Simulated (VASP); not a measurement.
LiBPt:

```
Li B Pt
1.0
     3.52577    0.00000    0.00000
    -1.76289    3.05341    0.00000
     0.00000    0.00000    3.44217
Li B Pt
1 1 1
Direct
  0.00000 0.00000 0.00000
  0.66667 0.33333 0.50000
  0.33333 0.66667 0.50000
```

The cell was built from a structure type or drawn by symmetry, and may not be a known phase.

```yaml
Program: VASP 6.6.1
Task: relaxation of cell and atoms
Functional: PBE
Potentials_or_basis: VASP PAW PBE potentials, release 64 (Li_sv, B, Pt)
Cutoff: 600 eV
k_mesh: 6 × 6 × 6
Occupations: gaussian, width 0.1 eV
Spin: no spin polarisation
```

At the start: pressure 5.5 GPa; volume 12.35 Å³/atom.

Problem. Where does the relaxation end?

Solution. Over 8 steps the energy falls by 37.3 meV/atom and the volume is 14.22 Å³/atom (+15.1 %); space group P-6m2 (No. 187, to 0.1 Å) before and after.

Step by step:
```tsv
step	energy change (eV)	largest force (eV/Å)	pressure (GPa)	volume (Å³)
1	0.0000	0.0000	5.46	37.06
2	-0.0204	0.0000	-2.25	39.36
3	-0.0255	0.0000	-0.05	38.61
4	-0.0362	0.0000	-0.03	38.95
5	-0.0673	0.0000	0.24	39.91
6	-0.1078	0.0000	1.82	41.72
7	-0.1106	0.0000	-0.86	43.20
8	-0.1120	0.0000	0.07	42.66
```

Final structure:
```
Li B Pt
1.0
     3.49606    0.00000    0.00000
    -1.74803    3.02768    0.00000
     0.00000    0.00000    4.03002
Li B Pt
1 1 1
Cartesian
  -1.7480 3.0277 0.0000
  1.7480 1.0092 2.0150
  0.0000 2.0185 2.0150
```

Caveat: the cutoff is under 1.25 times the usual one of these potentials, so pressure, stress and relaxed cells hold a basis-set (Pulay) error; the volume moved by over 15 % at a fixed basis, so the end points are rough.
